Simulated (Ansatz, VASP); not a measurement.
# Two plane-wave programs on IrS

Contents of POSCAR:

```
IrS
1.0
    0.0000000000      2.4716287175      2.4716287175
    2.4716287175      0.0000000000      2.4716287175
    2.4716287175      2.4716287175      0.0000000000
Ir S
1 1
Direct
    0.5000000000      0.5000000000      0.5000000000
    0.0000000000      0.0000000000      0.0000000000
```

Contents of INCAR.step1:

```
ALGO = Normal
EDIFF = 1E-5
ENCUT = 620
GGA = PE
GGA_COMPAT = False
ISMEAR = 0
LASPH = True
LCHARG = False
LREAL = False
LWAVE = True
NBANDS = 18
NELM = 120
PREC = Accurate
SIGMA = 0.05
```

The input INCAR.step2:

```
ALGO = Normal
EDIFF = 1E-6
ENCUT = 620
GGA_COMPAT = False
ISIF = 2
ISMEAR = 0
ISTART = 1
LASPH = True
LCHARG = False
LMIXTAU = True
LREAL = False
LWAVE = False
METAGGA = R2SCAN
NBANDS = 18
NELM = 120
PREC = Accurate
SIGMA = 0.05
```

File KPOINTS:

```
k-points
0
Gamma
  12 12 12
```

Input for Ansatz:

```yaml
crystal:
  lattice:
    - [0.0, 2.4716287175, 2.4716287175]
    - [2.4716287175, 0.0, 2.4716287175]
    - [2.4716287175, 2.4716287175, 0.0]
  atoms:
    - { symbol: Ir, position: [0.5, 0.5, 0.5] }
    - { symbol: S, position: [0.0, 0.0, 0.0] }
basis:
  ecutwfc: 500
  ecutrho_ratio: 4
kpoints:
  mp_grid: { grid: [12, 12, 12] }
hamiltonian:
  xc: r2scan
scf:
  occupations: { method: gaussian, width: 0.05 }
output:
  forces: true
  stress: true
  eigenvalues: true
```

Alike in both runs: task single point; functional r2SCAN; k mesh 12 × 12 × 12; occupations gaussian, width 0.05 eV; no spin polarisation.

|  | VASP | Ansatz |
| --- | --- | --- |
| version | VASP 6.6.1 | Ansatz 0.2.0 |
| potentials or method | VASP PAW PBE potentials, release 64 (Ir_sv_GW, S), cutoff 620 eV | scalar-relativistic, plane waves, PAW |
| valence electrons in the cell | 23 | 23 |

VASP gave:

```
gap on the k mesh at the Fermi level (eV) : none
pressure (GPa)                            : -3.3
```

Question: Estimate Ansatz's values.

Answer: gap on the k mesh at the Fermi level (eV): none; pressure (GPa): -2.6.

VASP's potentials were made for PBE, not for r2SCAN. A gap of «none» marks a metal or a gap that the smearing closes. The functional is the same, so the differences come from potentials, cutoffs and numerics.

Neither program's run includes spin-orbit coupling.
